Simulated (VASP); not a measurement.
Wanted: the native input for a VASP 6.6.1 run.

- Task: single point
- Functional: LDA
- Potentials or basis: VASP PAW LDA potentials, release 64 (Ti_sv)
- Cutoff: 520 eV
- k mesh: 15 × 15 × 15
- Occupations: fermi-dirac, width 0.136057 eV
- Spin: no spin polarisation
- Dipole correction: no
- Further INCAR settings: ALGO = Normal; EDIFF = 1e-06; NBANDS = 12

The structure of Ti lies in POSCAR:

```
Ti
1.0
   -1.5847509618      1.5847509618      1.5847509618
    1.5847509618     -1.5847509618      1.5847509618
    1.5847509618      1.5847509618     -1.5847509618
Ti
1
Direct
    0.0000000000      0.0000000000      0.0000000000
```

The input as run:

INCAR

```
ALGO = Normal ; EDIFF = 1E-6
ENCUT = 520 ; GGA = CA
ISIF = 2 ; ISMEAR = -1
LASPH = T ; LCHARG = F
LREAL = F ; LWAVE = F
NBANDS = 12 ; NELM = 80
PREC = Accurate ; SIGMA = 0.13605693000000002
```

KPOINTS

```
k-points
0
Gamma
  15 15 15
```

Potentials or basis: VASP PAW LDA potentials, release 64 (Ti_sv).

Command:

```bash
$ cat potpaw_LDA.64/Ti_sv/POTCAR > POTCAR
$ mpirun -np 1 vasp_std > vasp.out
```

It gave:

| Property | Result |
| --- | --- |
| Pressure | 0.2 GPa |
| Band gap on the k mesh | zero (band 6 reaches 9.80 eV, above the bottom of band 7 at 8.05 eV) |

Wall time 11 s on 1 thread of Intel(R) Xeon(R) 6975P-C (Granite Rapids), on a shared host, peak memory 0.13 GiB.
